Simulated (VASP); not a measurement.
Wanted: the native input for a VASP 6.6.1 run.

| Quantity | Value |
| --- | --- |
| Task | single point |
| Functional | PBE |
| Potentials or basis | VASP PAW PBE potentials, release 64 (Cd_sv_GW, Sb_d_GW, O) |
| Cutoff | 700 eV |
| k mesh | 4 × 2 × 2 |
| Occupations | gaussian, width 0.15 eV |
| Spin | no spin polarisation |
| Dipole correction | no |
| Further INCAR settings | ALGO = Normal; EDIFF = 1e-06; NBANDS = 46 |

The structure of CdSb2O4 lies in POSCAR:

```
CdSb2O4
1.0
    3.4535525664      0.0028450177     -0.0025522788
   -0.0057735921      6.6944478497     -0.3530143610
   -1.7152803264     -1.9479450847      5.2192255876
Cd Sb O
1 2 4
Direct
    0.0000000000      0.5000000000      0.0000000000
    0.7851482237      0.7707494914      0.5709306192
    0.2148517763      0.2292505086      0.4290693808
    0.8084319816      0.1753297426      0.6172341241
    0.3630340274      0.5244751577      0.7270537836
    0.1915680184      0.8246702574      0.3827658759
    0.6369659726      0.4755248423      0.2729462164
```

The cell was generated, and may not be a known phase.

These files were run (other wordings do the same):

INCAR

```
SYSTEM = CdSb2O4
PREC = Accurate
ENCUT = 700
EDIFF = 1E-6
ISMEAR = 0
SIGMA = 0.15
LREAL = .False.
LASPH = .True.
NELM = 120
ALGO = Normal
ISIF = 2
LWAVE = .False.
LCHARG = .False.
GGA = PE
NBANDS = 46
GGA_COMPAT = .False.
```

KPOINTS

```
Automatic mesh
0
Gamma
  4 2 2
  0 0 0
```

Potentials or basis: VASP PAW PBE potentials, release 64 (Cd_sv_GW, Sb_d_GW, O).

Command:

```console
$ cat potpaw_PBE.64/Cd_sv_GW/POTCAR potpaw_PBE.64/Sb_d_GW/POTCAR potpaw_PBE.64/O/POTCAR > POTCAR
$ mpirun -np 1 vasp_std > vasp.out
```

Results of the run:

| Item | Value |
| --- | --- |
| Pressure | 0.2 GPa |
| Largest force | 0.087 eV/Å |
| Band gap on the k mesh | 2.18 eV |

Caveat: the k points lie up to 0.62 Å⁻¹ apart; spin-orbit coupling is left out, which moves the levels of the heavy elements.

It took 2.4 min on 1 thread of Intel(R) Xeon(R) Platinum 8488C (Sapphire Rapids), with other jobs on the host, peak memory 0.36 GiB.
